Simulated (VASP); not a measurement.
# SnSe (P4/nmm) in VASP: single point with PBE

Aim: the single point of SnSe with PBE.

All numbers are computed with VASP 6.6.1; they aren't measurements. Logs are shortened: lines on timing, memory, paths and dates and some standing lists are left out, and cuts for length are marked.

### 1 The cell of the first run

The typed cell holds 4 atoms: a = 4.219 Å, b = 4.219 Å, c = 5.993 Å, α = 90.00°, β = 90.00°, γ = 90.00°.

### 2 Single point, PBE, non-collinear spin, zero start, spin-orbit coupling

File INCAR:

```
PREC = Accurate
ENCUT = 520
EDIFF = 1E-7
ISMEAR = -1
SIGMA = 0.02
LREAL = False
LASPH = True
NELM = 150
ALGO = Normal
ISIF = 2
LWAVE = False
LCHARG = False
MAGMOM = 0 0 0 0 0 0 0 0 0 0 0 0
LORBIT = 11
LSORBIT = True
GGA_COMPAT = False
LORBMOM = True
GGA = PE
NBANDS = 54
```

File KPOINTS:

```
Automatic mesh
0
Gamma
  6 6 4
```

File POSCAR:

```
SnSe
1.0
    4.2193387754      0.0000000000      0.0000000000
    0.0000000000      4.2193387754      0.0000000000
    0.0000000000      0.0000000000      5.9930246257
Sn Se
2 2
Direct
    0.5000000000      0.0000000000      0.2500913545
    0.0000000000      0.5000000000      0.7499086455
    0.5000000000      0.0000000000      0.7498973803
    0.0000000000      0.5000000000      0.2501026197
```

Potentials or basis: VASP PAW PBE potentials, release 64 (Sn_d, Se).

Run with:

```bash
cat potpaw_PBE.64/Sn_d/POTCAR potpaw_PBE.64/Se/POTCAR > POTCAR
mpirun -np 1 vasp_ncl > vasp.out
```

OUTCAR:

```text
PREC = Accurate
   ENCUT = 520
   EDIFF = 1E-7
   ISMEAR = -1
   LREAL = False
   LASPH = True
   NELM = 150
   ISIF = 2
   LORBIT = 11
   LSORBIT = True
   GGA = PE

 ion  position               nearest neighbor table
   1  0.500  0.000  0.250-   4 2.98   4 2.98   4 2.98   4 2.98   3 3.00   3 3.00
   2  0.000  0.500  0.750-   3 2.98   3 2.98   3 2.98   3 2.98   4 3.00   4 3.00
   3  0.500  0.000  0.750-   2 2.98   2 2.98   2 2.98   2 2.98   1 3.00   1 3.00
   4  0.000  0.500  0.250-   1 2.98   1 2.98   1 2.98   1 2.98   2 3.00   2 3.00

  LATTYP: Found a simple tetragonal cell.
 ALAT       =     4.2193387754
 C/A-ratio  =     1.4203705710

  Lattice vectors:

 A1 = (   4.2193387754,   0.0000000000,   0.0000000000)
 A2 = (   0.0000000000,   4.2193387754,   0.0000000000)
 A3 = (   0.0000000000,   0.0000000000,   5.9930246257)

Analysis of symmetry for initial positions (statically):
=====================================================================
 Subroutine PRICEL returns:
 Original cell was already a primitive cell.

 Routine SETGRP: Setting up the symmetry group for a
 simple tetragonal supercell.

 Subroutine GETGRP returns: Found 16 space group operations
 (whereof  8 operations were pure point group operations)
 out of a pool of 16 trial point group operations.

The static configuration has the point symmetry D_2d.
 The point group associated with its full space group is D_4h.

Analysis of symmetry for dynamics (positions and initial velocities):
=====================================================================
 Subroutine PRICEL returns:
 Original cell was already a primitive cell.

 Routine SETGRP: Setting up the symmetry group for a
 simple tetragonal supercell.

 Subroutine GETGRP returns: Found 16 space group operations
 (whereof  8 operations were pure point group operations)
 out of a pool of 16 trial point group operations.

The dynamic configuration has the point symmetry D_2d.
 The point group associated with its full space group is D_4h.

Analysis of structural, dynamic, and magnetic symmetry:
=====================================================================
 Subroutine PRICEL returns:
 Original cell was already a primitive cell.

 Routine SETGRP: Setting up the symmetry group for a
 simple tetragonal supercell.

 Subroutine GETGRP returns: Found 16 space group operations
 (whereof  8 operations were pure point group operations)
 out of a pool of 16 trial point group operations.

The overall configuration has the point symmetry D_2d.
 The point group associated with its full space group is D_4h.

 Subroutine INISYM returns: Found 16 space group operations
 (whereof  8 operations are pure point group operations),
 and found     1 'primitive' translations

----------------------------------------------------------------------------------------

                                     Primitive cell

  volume of cell :     106.6927

  direct lattice vectors                    reciprocal lattice vectors
     4.219338775  0.000000000  0.000000000     0.237003960  0.000000000  0.000000000
     0.000000000  4.219338775  0.000000000     0.000000000  0.237003960  0.000000000
     0.000000000  0.000000000  5.993024626     0.000000000  0.000000000  0.166860653

  length of vectors
     4.219338775  4.219338775  5.993024626     0.237003960  0.237003960  0.166860653

  position of ions in fractional coordinates (direct lattice)
     0.500000000  0.000000000  0.250091355
     0.000000000  0.500000000  0.749908645
     0.500000000  0.000000000  0.749897380
     0.000000000  0.500000000  0.250102620

  ion indices of the primitive-cell ions
   primitive index   ion index
                 1           1
                 2           2
                 3           3
                 4           4

----------------------------------------------------------------------------------------

 KPOINTS: Automatic mesh

Automatic generation of k-mesh.
 Grid dimensions read from file:
 generate k-points for:    6    6    4

 Generating k-lattice:

  Cartesian coordinates                     Fractional coordinates (reciprocal lattice)
     0.039500660  0.000000000  0.000000000     0.166666667  0.000000000  0.000000000
     0.000000000  0.039500660  0.000000000     0.000000000  0.166666667  0.000000000
     0.000000000  0.000000000  0.041715163     0.000000000  0.000000000  0.250000000

  Length of vectors
     0.039500660  0.039500660  0.041715163

  Shift w.r.t. Gamma in fractional coordinates (k-lattice)
     0.000000000  0.000000000  0.000000000

 Subroutine IBZKPT returns following result:
 ===========================================

 Found     30 irreducible k-points:

 Following reciprocal coordinates:
            Coordinates               Weight
  0.000000  0.000000  0.000000      1.000000
  0.166667  0.000000  0.000000      4.000000
  0.333333  0.000000  0.000000      4.000000
  0.500000  0.000000  0.000000      2.000000
  0.166667  0.166667  0.000000      4.000000
  0.333333  0.166667  0.000000      8.000000
[... 60 lines left out ...]
  Thomas-Fermi vector in A             =   2.316748
   LORBIT       =     11    0 simple, 1 ext, 2 COOP (PROOUT), +10 PAW based schemes
   GGA     = PE    functional components
   LHFCALC =     F    Hartree Fock is set to
   AEXX    =    0.0000 exact exchange contribution
   IVDW    =     0    specifies the selected vdW correction
   LEPSILON=     F    determine dielectric tensor
   LRPA    =     F    only Hartree local field effects (RPA)
  energy-cutoff  :      520.00
  volume of cell :      106.69
 maximum number of plane-waves:      5832
 NGX is ok and might be reduce to    32
   NGX = 15   NGY = 15   NGZ = 23

 number of electron      40.0000002 magnetization      -0.0000000     -0.0000000     -0.0000000

 number of electron      40.0000002 magnetization       0.0000000      0.0000000      0.0000000

 number of electron      40.0000002 magnetization       0.0000000     -0.0000000      0.0000000

 number of electron      40.0000002 magnetization       0.0000000     -0.0000000     -0.0000000

 Free energy of the ion-electron system (eV)
  ---------------------------------------------------
  ext. energy  EPLUGINS =         0.00000000
  ---------------------------------------------------
  free energy    TOTEN  =       -16.54408919 eV

  energy without entropy =      -16.54408919  energy(sigma->0) =      -16.54408919

 E-fermi :   6.1222     XC(G=0):  -9.7027

 val. band max:        5.7711840924   @ k =   0.5000   0.0000   0.5000
 cond. band min:       6.4929952019   @ k =   0.5000   0.0000   0.2500
 fundamental gap:      0.7218111095
 Fermi energy:         6.1221644170

 k-point     1 :       0.0000    0.0000    0.0000
  band No.  band energies     occupation
      1     -16.3791      1.00000
      2     -16.3791      1.00000
      3     -16.3781      1.00000
      4     -16.3781      1.00000
      5     -16.3735      1.00000
      6     -16.3735      1.00000
[... 1309 lines left out ...]
     51       7.2542      0.00000
     52       7.2542      0.00000

 [... further k-points ...]

 [bands above 52 left out]

------------------------ aborting loop because EDIFF is reached ----------------------------------------

  FORCE on cell =-STRESS in cart. coord.  units (eV):
  Direction    XX          YY          ZZ          XY          YZ          ZX
  --------------------------------------------------------------------------------------
  -------------------------------------------------------------------------------------
  Total        1.3025847      1.3025847      1.3367644      0.0000000      0.0000000      0.0000000
  in kB       19.5605793     19.5605793     20.0738460      0.0000000      0.0000000      0.0000000
  external PRESSURE =      19.7316682 kB  Pullay stress =       0.0000000 kB

 VOLUME and BASIS-vectors are now :
 -----------------------------------------------------------------------------
  energy-cutoff  :      520.00
  volume of cell :      106.69
      direct lattice vectors                 reciprocal lattice vectors
     4.219338775  0.000000000  0.000000000     0.237003960  0.000000000  0.000000000
     0.000000000  4.219338775  0.000000000     0.000000000  0.237003960  0.000000000
     0.000000000  0.000000000  5.993024626     0.000000000  0.000000000  0.166860653

 POSITION                                       TOTAL-FORCE (eV/Angst)
 -----------------------------------------------------------------------------------
      2.10967      0.00000      1.49880         0.000000      0.000000     -0.000784
      0.00000      2.10967      4.49422        -0.000000      0.000000      0.000784
      2.10967      0.00000      4.49415        -0.000000      0.000000      0.001323
      0.00000      2.10967      1.49887        -0.000000     -0.000000     -0.001323
 -----------------------------------------------------------------------------------
    total drift:                                0.000000      0.000000      0.000000

  FREE ENERGIE OF THE ION-ELECTRON SYSTEM (eV)
  ---------------------------------------------------
  free  energy   TOTEN  =       -16.5440891907 eV

  energy  without entropy=      -16.5440891897  energy(sigma->0) =      -16.54408919

 orbital moment (x)

 # of ion     p       d       tot
 ----------------------------------------
  1         0.000  -0.000   0.000
  2        -0.000   0.000  -0.000
  3        -0.000   0.000  -0.000
  4         0.000   0.000   0.000
 ----------------------------------------
            0.000   0.000   0.000

 orbital moment (y)

 # of ion     p       d       tot
 ----------------------------------------
  1        -0.000  -0.000  -0.000
  2         0.000   0.000   0.000
  3         0.000   0.000   0.000
  4        -0.000  -0.000  -0.000
 ----------------------------------------
            0.000   0.000   0.000

 orbital moment (z)

 # of ion     p       d       tot
 ----------------------------------------
  1         0.000   0.000   0.000
  2         0.000   0.000   0.000
  3         0.000   0.000   0.000
  4         0.000   0.000   0.000
 ----------------------------------------
            0.000   0.000   0.000

 Spin-Orbit-Coupling matrix elements

 Ion:    1  E_soc:     -0.0896143
 l=   1
     0.0000000    -0.0088619    -0.0087139
    -0.0088619     0.0000000    -0.0088619
    -0.0087139    -0.0088619     0.0000000
 l=   2
     0.0000000    -0.0012246     0.0000000    -0.0012246    -0.0049054
    -0.0012246     0.0000000    -0.0036735    -0.0012224    -0.0012228
     0.0000000    -0.0036735     0.0000000    -0.0036735     0.0000000
    -0.0012246    -0.0012224    -0.0036735     0.0000000    -0.0012228
    -0.0049054    -0.0012228     0.0000000    -0.0012228     0.0000000
 l=   3
     0.0000000     0.0000000     0.0000000     0.0000000     0.0000000     0.0000000     0.0000000
     0.0000000     0.0000000     0.0000000     0.0000000     0.0000000     0.0000000     0.0000000
     0.0000000     0.0000000     0.0000000     0.0000000     0.0000000     0.0000000     0.0000000
     0.0000000     0.0000000     0.0000000     0.0000000     0.0000000     0.0000000     0.0000000
[... 49 lines left out ...]
 l=   2
     0.0000000     0.0000031     0.0000000     0.0000031     0.0000117
     0.0000031     0.0000000     0.0000100    -0.0000016    -0.0000019
     0.0000000     0.0000100     0.0000000     0.0000100     0.0000000
     0.0000031    -0.0000016     0.0000100     0.0000000    -0.0000019
     0.0000117    -0.0000019     0.0000000    -0.0000019     0.0000000
 l=   3
     0.0000000     0.0000000     0.0000000     0.0000000     0.0000000     0.0000000     0.0000000
     0.0000000     0.0000000     0.0000000     0.0000000     0.0000000     0.0000000     0.0000000
     0.0000000     0.0000000     0.0000000     0.0000000     0.0000000     0.0000000     0.0000000
     0.0000000     0.0000000     0.0000000     0.0000000     0.0000000     0.0000000     0.0000000
     0.0000000     0.0000000     0.0000000     0.0000000     0.0000000     0.0000000     0.0000000
     0.0000000     0.0000000     0.0000000     0.0000000     0.0000000     0.0000000     0.0000000
     0.0000000     0.0000000     0.0000000     0.0000000     0.0000000     0.0000000     0.0000000

 total charge

# of ion       s       p       d       tot
------------------------------------------
    1        1.385   0.686   9.993  12.064
    2        1.385   0.686   9.993  12.064
    3        1.479   2.296   0.028   3.803
    4        1.479   2.296   0.028   3.803
--------------------------------------------------
tot          5.728   5.964  20.042  31.734

 magnetization (x)

# of ion       s       p       d       tot
------------------------------------------
    1        0.000  -0.000   0.000  -0.000
    2        0.000   0.000   0.000   0.000
    3        0.000   0.000   0.000   0.000
    4       -0.000   0.000   0.000  -0.000
--------------------------------------------------
tot          0.000  -0.000   0.000   0.000

 magnetization (y)

# of ion       s       p       d       tot
------------------------------------------
    1        0.000   0.000   0.000   0.000
    2        0.000  -0.000   0.000  -0.000
    3        0.000   0.000   0.000   0.000
    4        0.000   0.000   0.000   0.000
--------------------------------------------------
tot          0.000   0.000   0.000   0.000

 magnetization (z)

# of ion       s       p       d       tot
------------------------------------------
    1        0.000   0.000   0.000   0.000
    2       -0.000   0.000   0.000  -0.000
    3        0.000   0.000   0.000   0.000
    4       -0.000   0.000   0.000  -0.000
--------------------------------------------------
tot         -0.000   0.000   0.000  -0.000
```

It took 2.6 min on 1 thread of Intel Xeon Platinum 8559C (Emerald Rapids), shared host; peak memory 0.53 GiB.

What came out:

```yaml
Free_energy: -16.5441 eV
Pressure: 2.0 GPa
Net_moment: 0.00 μB per cell
Valence_electrons_inside_the_program's_atomic_spheres: Sn 12.06; Se 3.80
```

Moments on the atoms (μB; x, y, z):
```
Sn  0.00 0.00 0.00
Sn  0.00 0.00 0.00
Se  0.00 0.00 0.00
Se  0.00 0.00 0.00
```
